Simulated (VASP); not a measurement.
Write the native input for VASP 6.6.1 that does the following.

```
Task                   : single point
Functional             : PBE
Potentials or basis    : VASP PAW PBE potentials, release 64 (Li_sv, Cr_pv)
Cutoff                 : 520 eV
k mesh                 : 14 × 14 × 14
Occupations            : gaussian, width 0.1 eV
Spin                   : no spin polarisation
Dipole correction      : no
Further INCAR settings : ALGO = Fast; EDIFF = 1e-07; NBANDS = 28
```

The structure of LiCr3 lies in POSCAR:

```
LiCr3
1.0
    3.5767435929      0.0000000000      0.0000000000
    0.0000000000      3.5767435929      0.0000000000
    0.0000000000      0.0000000000      3.5767435929
Li Cr
1 3
Direct
    0.0000000000      0.0000000000      0.0000000000
    0.0000000000      0.5000000000      0.5000000000
    0.5000000000      0.0000000000      0.5000000000
    0.5000000000      0.5000000000      0.0000000000
```

One way to write it, as run:

INCAR

```
PREC     = Accurate       # precision mode
ENCUT    = 520            # plane-wave cutoff, eV
EDIFF    = 1E-7           # SCF threshold, eV
ISMEAR   = 0              # smearing method
SIGMA    = 0.1            # smearing width, eV
LREAL    = False          # projectors in reciprocal space
LASPH    = True           # aspherical terms in the spheres
NELM     = 60             # most SCF steps
ALGO     = Fast           # electronic algorithm
ISIF     = 2              # what is computed and relaxed
LWAVE    = False          # write WAVECAR
LCHARG   = False          # write CHGCAR
GGA      = PE             # functional
NBANDS   = 28             # bands
```

KPOINTS

```
Automatic mesh
0
Gamma
  14 14 14
```

Potentials or basis: VASP PAW PBE potentials, release 64 (Li_sv, Cr_pv).

Launch:

```console
$ cat potpaw_PBE.64/Li_sv/POTCAR potpaw_PBE.64/Cr_pv/POTCAR > POTCAR
$ mpirun -np 1 vasp_std > vasp.out
```

It gave:

```yaml
Band_gap_on_the_k_mesh: zero (an odd number of electrons rules out a gap without spin polarisation)
```

Caveat: the run has no spin polarisation, though such a crystal can be magnetic.

It took 3.9 min on 1 thread of Oxide Virtual Turin-like Processor (shared host), peak memory 0.21 GiB.
